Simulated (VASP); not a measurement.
# AgO2 (P-1) in VASP: single point with PBE

Aim: the single point of AgO2 with PBE.

All numbers are computed with VASP 6.6.1; they aren't measurements. Logs are shortened: lines on timing, memory, paths and dates and some standing lists are left out, and cuts for length are marked.

### Step 1. The cell of the first run

The typed cell holds 6 atoms: a = 3.622 Å, b = 3.604 Å, c = 7.438 Å, α = 77.46°, β = 89.31°, γ = 60.17°.

The cell was generated, and may not be a known phase.

### Step 2. Single point, PBE

INCAR

```
SYSTEM = AgO2
ALGO = Normal
EDIFF = 1E-6
ENCUT = 700
GGA = PE
GGA_COMPAT = .FALSE.
ISIF = 2
ISMEAR = 0
LASPH = .TRUE.
LCHARG = .FALSE.
LREAL = .FALSE.
LWAVE = .FALSE.
NBANDS = 40
NELM = 120
PREC = Accurate
SIGMA = 0.2
```

KPOINTS

```
k-points
0
G
  5 5 3
  0 0 0
```

POSCAR

```
AgO2
1.0
    3.6203865337      0.0391247241     -0.0821678427
    1.7632774866      3.1390556955      0.1706889981
    0.2417296488      1.3200775374      7.3154651689
Ag O
2 4
Direct
    0.2502394966      1.0000095227      0.7499182626
    0.7497605034     -0.0000095227      0.2500817374
    0.0287857884      0.4407591775      0.0960716067
    0.9712142116      0.5592408225      0.9039283933
    0.4712778916      0.5594196400      0.4039079178
    0.5287221084      0.4405803600      0.5960920822
```

Potentials or basis: VASP PAW PBE potentials, release 64 (Ag_sv_GW, O).

The run is started by

```sh
cat potpaw_PBE.64/Ag_sv_GW/POTCAR potpaw_PBE.64/O/POTCAR > POTCAR
mpirun -np 1 vasp_std > vasp.out
```

OUTCAR:

```text
SYSTEM = AgO2
   EDIFF = 1E-6
   ENCUT = 700
   GGA = PE
   ISIF = 2
   ISMEAR = 0
   LASPH = .TRUE.
   LREAL = .FALSE.
   NELM = 120
   PREC = Accurate

 ion  position               nearest neighbor table
   1  0.250  0.000  0.750-   6 2.31   4 2.31
   2  0.750  1.000  0.250-   5 2.31   3 2.31
   3  0.029  0.441  0.096-   4 1.39   2 2.31
   4  0.971  0.559  0.904-   3 1.39   1 2.31
   5  0.471  0.559  0.404-   6 1.39   2 2.31
   6  0.529  0.441  0.596-   5 1.39   1 2.31

  LATTYP: Found a triclinic cell.
 ALAT       =     3.6044351691
 B/A-ratio  =     1.0047427752
 C/A-ratio  =     2.0634424470
 COS(alpha) =     0.0120921816
 COS(beta)  =     0.2170497934
 COS(gamma) =     0.4973762129

  Lattice vectors:

 A1 = (  -1.7632774866,  -3.1390556955,  -0.1706889981)
 A2 = (  -3.6203865337,  -0.0391247241,   0.0821678427)
 A3 = (  -0.2417296488,  -1.3200775374,  -7.3154651689)

Analysis of symmetry for initial positions (statically):
=====================================================================
 Subroutine PRICEL returns:
 Original cell was already a primitive cell.

 Routine SETGRP: Setting up the symmetry group for a
 triclinic supercell.

 Subroutine GETGRP returns: Found  2 space group operations
 (whereof  2 operations were pure point group operations)
 out of a pool of  2 trial point group operations.

The static configuration has the point symmetry S_2 .

Analysis of symmetry for dynamics (positions and initial velocities):
=====================================================================
 Subroutine PRICEL returns:
 Original cell was already a primitive cell.

 Routine SETGRP: Setting up the symmetry group for a
 triclinic supercell.

 Subroutine GETGRP returns: Found  2 space group operations
 (whereof  2 operations were pure point group operations)
 out of a pool of  2 trial point group operations.

The dynamic configuration has the point symmetry S_2 .

 Subroutine INISYM returns: Found  2 space group operations
 (whereof  2 operations are pure point group operations),
 and found     1 'primitive' translations

----------------------------------------------------------------------------------------

                                     Primitive cell

  volume of cell :      81.6896

  direct lattice vectors                    reciprocal lattice vectors
     3.620386534  0.039124724 -0.082167843     0.278350465 -0.157399952  0.019205147
     1.763277487  3.139055696  0.170688998    -0.004831504  0.324456034 -0.058388523
     0.241729649  1.320077537  7.315465169     0.003239185 -0.009338338  0.138274778

  length of vectors
     3.621530195  3.604435169  7.437544525     0.320347567  0.329703322  0.138627599

  position of ions in fractional coordinates (direct lattice)
     0.250239497  0.000009523  0.749918263
     0.749760503  0.999990477  0.250081737
     0.028785788  0.440759177  0.096071607
     0.971214212  0.559240823  0.903928393
     0.471277892  0.559419640  0.403907918
     0.528722108  0.440580360  0.596092082

  ion indices of the primitive-cell ions
   primitive index   ion index
                 1           1
                 2           2
                 3           3
                 4           4
                 5           5
                 6           6

----------------------------------------------------------------------------------------

 KPOINTS: k-points

Automatic generation of k-mesh.
 Grid dimensions read from file:
 generate k-points for:    5    5    3

 Generating k-lattice:

  Cartesian coordinates                     Fractional coordinates (reciprocal lattice)
     0.055670093 -0.031479990  0.003841029     0.200000000  0.000000000  0.000000000
    -0.000966301  0.064891207 -0.011677705     0.000000000  0.200000000  0.000000000
     0.001079728 -0.003112779  0.046091593     0.000000000 -0.000000000  0.333333333

  Length of vectors
     0.064069513  0.065940664  0.046209200

  Shift w.r.t. Gamma in fractional coordinates (k-lattice)
     0.000000000  0.000000000  0.000000000

 Subroutine IBZKPT returns following result:
 ===========================================

 Found     38 irreducible k-points:

 Following reciprocal coordinates:
            Coordinates               Weight
  0.000000  0.000000  0.000000      1.000000
  0.200000 -0.000000 -0.000000      2.000000
  0.400000 -0.000000 -0.000000      2.000000
  0.000000  0.200000 -0.000000      2.000000
  0.200000  0.200000  0.000000      2.000000
  0.400000  0.200000 -0.000000      2.000000
[... 16 lines left out ...]
 -0.200000  0.200000  0.333333      2.000000
  0.000000  0.400000  0.333333      2.000000
 [... further k-points ...]
   k-points           NKPTS =     38   k-points in BZ     NKDIM =     38   number of bands    NBANDS=     40
   number of dos      NEDOS =    301   number of ions     NIONS =      6
   total plane-waves  NPLWV =  65536
   dimension x,y,z NGX =    32 NGY =   32 NGZ =   64
   dimension x,y,z NGXF=    64 NGYF=   64 NGZF=  128
   ions per type =               2   4
   NGX,Y,Z   is equivalent  to a cutoff of  14.69, 14.76, 14.31 a.u.
   NGXF,Y,Z  is equivalent  to a cutoff of  29.38, 29.52, 28.61 a.u.
 SYSTEM =  AgO2
   PREC   = accura    normal or accurate (medium, high low for compatibility)
   ISTART =      0    job   : 0-new  1-cont  2-samecut
   ICHARG =      2    charge: 1-file 2-atom 10-const
   ISPIN  =      1    spin polarized calculation?
   LNONCOLLINEAR =      F non collinear calculations
   LSORBIT =      F    spin-orbit coupling
   LASPH  =      T    aspherical Exc in radial PAW
   ENCUT  =  700.0 eV  51.45 Ry    7.17 a.u.   7.81  7.78 16.04*2*pi/ulx,y,z
   NELM   =    120;   NELMIN=  2; NELMDL= -5     # of ELM steps
   EDIFF  = 0.1E-05   stopping-criterion for ELM
   LREAL  =      F    real-space projection
   EDIFFG = 0.1E-04   stopping-criterion for IOM
   NSW    =      0    number of steps for IOM
   IBRION =     -1    ionic relax: 0-MD 1-quasi-New 2-CG
   NFREE  =      0    steps in history (QN), initial steepest desc. (CG)
   ISIF   =      2    stress and relaxation
   ISYM   =      2    0-nonsym 1-usesym 2-fastsym
   POTIM  = 0.5000    time-step for ionic-motion
   TEBEG  =    0.0;   TEEND  =   0.0 temperature during run
   PSTRESS=    0.0 pullay stress
   NELECT =      62.0000    total number of electrons
   NUPDOWN=      -1.0000    fix difference up-down
   EMIN   =  10.00;   EMAX   =-10.00  energy-range for DOS
   EFERMI =   0.00;   METHOD = LEGACY
   ISMEAR =     0;   SIGMA  =   0.20  broadening in eV -4-tet -1-fermi 0-gaus
   EFERMI_NEDOS =   21; number of points for ismear=-14 and -15
   IALGO  =     38    algorithm
   IMIX   =      4    mixing-type and parameters
     AMIX     =   0.40;   BMIX     =  1.00
     AMIX_MAG =   1.60;   BMIX_MAG =  1.00
  volume/ion in A,a.u.               =      13.61        91.88
  Fermi-wavevector in a.u.,A,eV,Ry     =   1.493310  2.821946 30.340632  2.229974
  Thomas-Fermi vector in A             =   2.605726
   LORBIT       =      0    0 simple, 1 ext, 2 COOP (PROOUT), +10 PAW based schemes
   GGA     = PE    functional components
   LHFCALC =     F    Hartree Fock is set to
   AEXX    =    0.0000 exact exchange contribution
   IVDW    =     0    specifies the selected vdW correction
   LEPSILON=     F    determine dielectric tensor
   LRPA    =     F    only Hartree local field effects (RPA)
 non-spin polarized calculation
 Gauss-broadening in eV      SIGMA  =   0.20
  energy-cutoff  :      700.00
  volume of cell :       81.69
 maximum number of plane-waves:      3455
   NGX = 15   NGY = 15   NGZ = 33

 number of electron      62.0000000 magnetization

 Free energy of the ion-electron system (eV)
  ---------------------------------------------------
  ext. energy  EPLUGINS =         0.00000000
  ---------------------------------------------------
  free energy    TOTEN  =       -20.95489697 eV

  energy without entropy =      -20.85543194  energy(sigma->0) =      -20.90516446

 E-fermi :   3.2463     XC(G=0): -10.3872

 val. band max:        3.2385595763   @ k =   0.2000   0.2000   0.3333
 cond. band min:       3.2484313458   @ k =   0.2000  -0.0000  -0.0000
 fundamental gap:      0.0098717695
 Fermi energy:         3.2463160348

 k-point     1 :       0.0000    0.0000    0.0000
  band No.  band energies     occupation
      1     -87.5862      2.00000
      2     -87.5862      2.00000
      3     -51.1222      2.00000
      4     -51.1220      2.00000
      5     -51.0797      2.00000
      6     -51.0794      2.00000
[... 32 lines left out ...]
     39      14.4449      0.00000
     40      14.8632      0.00000

 k-point     2 :       0.2000   -0.0000   -0.0000
  band No.  band energies     occupation
      1     -87.5861      2.00000
      2     -87.5861      2.00000
      3     -51.1231      2.00000
      4     -51.1229      2.00000
      5     -51.0813      2.00000
      6     -51.0811      2.00000
[... 32 lines left out ...]
     39      14.2442      0.00000
     40      15.1222      0.00000

 k-point     3 :       0.4000   -0.0000   -0.0000
  band No.  band energies     occupation
      1     -87.5859      2.00000
      2     -87.5859      2.00000
      3     -51.1245      2.00000
      4     -51.1244      2.00000
      5     -51.0840      2.00000
      6     -51.0840      2.00000
[... 32 lines left out ...]
     39      12.3793      0.00000
     40      12.9888      0.00000

 k-point     4 :       0.0000    0.2000   -0.0000
  band No.  band energies     occupation
      1     -87.5861      2.00000
      2     -87.5861      2.00000
      3     -51.1245      2.00000
      4     -51.1243      2.00000
      5     -51.0803      2.00000
      6     -51.0800      2.00000
[... 32 lines left out ...]
     39      13.4010      0.00000
     40      14.6569      0.00000
[... 772 lines left out ...]
     39      12.9857      0.00000
     40      13.3805      0.00000

 k-point    23 :      -0.2000    0.2000    0.3333
  band No.  band energies     occupation
      1     -87.5859      2.00000
      2     -87.5859      2.00000
      3     -51.1260      2.00000
      4     -51.1259      2.00000
      5     -51.0820      2.00000
      6     -51.0819      2.00000
[... 32 lines left out ...]
     39      12.6387      0.00000
     40      13.8444      0.00000

 k-point    24 :       0.0000    0.4000    0.3333
  band No.  band energies     occupation
      1     -87.5859      2.00000
      2     -87.5859      2.00000
      3     -51.1282      2.00000
      4     -51.1282      2.00000
      5     -51.0811      2.00000
      6     -51.0810      2.00000
[... 32 lines left out ...]
     39      12.4850      0.00000
     40      13.5995      0.00000

 [... further k-points ...]

------------------------ aborting loop because EDIFF is reached ----------------------------------------

  FORCE on cell =-STRESS in cart. coord.  units (eV):
  Direction    XX          YY          ZZ          XY          YZ          ZX
  --------------------------------------------------------------------------------------
  -------------------------------------------------------------------------------------
  Total       -0.2292324     -0.2361109      0.5500216      0.0205987      0.0027811     -0.0047929
  in kB       -4.4959343     -4.6308419     10.7875714      0.4040025      0.0545452     -0.0940035
  external PRESSURE =       0.5535984 kB  Pullay stress =       0.0000000 kB

 VOLUME and BASIS-vectors are now :
 -----------------------------------------------------------------------------
  energy-cutoff  :      700.00
  volume of cell :       81.69
      direct lattice vectors                 reciprocal lattice vectors
     3.620386534  0.039124724 -0.082167843     0.278350465 -0.157399952  0.019205147
     1.763277487  3.139055696  0.170688998    -0.004831504  0.324456034 -0.058388523
     0.241729649  1.320077537  7.315465169     0.003239185 -0.009338338  0.138274778

 POSITION                                       TOTAL-FORCE (eV/Angst)
 -----------------------------------------------------------------------------------
      1.08726      0.99977      5.46544        -0.005206     -0.001484      0.002979
      4.53814      3.49849      1.93855         0.005206      0.001484     -0.002979
      0.90462      1.51152      0.77568         0.000339     -0.032219      0.258833
      4.72077      2.98674      6.62831        -0.000339      0.032219     -0.258833
      2.79026      2.30768      3.01154        -0.008713      0.028277     -0.255389
      2.83514      2.19058      4.39245         0.008713     -0.028277      0.255389
 -----------------------------------------------------------------------------------
    total drift:                               -0.000000      0.000000      0.000000

  FREE ENERGIE OF THE ION-ELECTRON SYSTEM (eV)
  ---------------------------------------------------
  free  energy   TOTEN  =       -20.9548969740 eV

  energy  without entropy=      -20.8554319436  energy(sigma->0) =      -20.90516446
```

Run time: 2.7 min. Hardware: 1 thread of Intel Xeon Platinum 8375C at 2.90GHz (Ice Lake), shared host; peak memory 0.36 GiB.

What came out:

```
Free energy            : -20.9549 eV
Pressure               : 0.1 GPa
Largest force          : 0.261 eV/Å
Band gap on the k mesh : zero (bands 31 and 32 overlap by 0.91 eV)
```

Forces in eV/Å, atoms in the order of the input:
```
Ag  -0.005 -0.001  0.003
Ag   0.005  0.001 -0.003
O    0.000 -0.032  0.259
O    0.000  0.032 -0.259
O   -0.009  0.028 -0.255
O    0.009 -0.028  0.255
```

Stress tensor (GPa, compression positive):
```
-0.45  0.04 -0.01
 0.04 -0.46  0.01
-0.01  0.01  1.08
```

Levels at points of the mesh, in eV from the Fermi level:
```
           k point  band 28  band 29  band 30  band 31  band 32  band 33  band 34  band 35
(0.00, 0.00, 0.00)    -1.55    -0.94    -0.75     0.69     0.86     2.12     2.18     3.56
```

Caveat: the k points lie up to 0.41 Å⁻¹ apart, too coarse for converged energies and pressures of a metal.
